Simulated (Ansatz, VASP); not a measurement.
**Two plane-wave programs on CdTeSe4**

```
CELL_PARAMETERS angstrom
0.00000 4.13285 4.13285
4.13285 0.00000 4.13285
4.13285 4.13285 0.00000
ATOMIC_POSITIONS crystal
Cd 0.75000 0.75000 0.75000
Te 0.00000 0.00000 0.00000
Se 0.37767 0.37767 0.37767
Se 0.37767 0.86700 0.37767
Se 0.37767 0.37767 0.86700
Se 0.86700 0.37767 0.37767
```

Change from the starting cell: species swapped into the ZrScFe4 type (F-43m, No. 216).

Alike in both runs: functional PBE; k mesh 8 × 8 × 8; occupations gaussian, width 0.1 eV; no spin polarisation.

Ansatz relaxed the structure, and its values are those at the end. VASP's run is a single point on that final structure, the one shown.

```csv
,VASP,Ansatz
version,VASP 6.6.1,Ansatz 0.2.0
potentials or method,"VASP PAW PBE potentials, release 64 (Cd, Te, Se), cutoff 500 eV","scalar-relativistic, plane waves, PAW"
valence electrons in the cell,42,100
```

Ansatz gave:

| Property | Result |
| --- | --- |
| gap on the k mesh at the Fermi level (eV) | none |
| pressure (GPa) | 0.0 |
| rms of the force components (eV/Å) | 0.007 |

Question: Which values does VASP return?

Answer: gap on the k mesh at the Fermi level (eV): none; pressure (GPa): 0.0; rms of the force components (eV/Å): 0.008.

A gap of «none» marks a metal or a gap that the smearing closes. VASP's potentials hold 42 valence electrons a cell and Ansatz's 100, so a difference there can come from the potentials and not from the codes.

Neither program's run includes spin-orbit coupling.
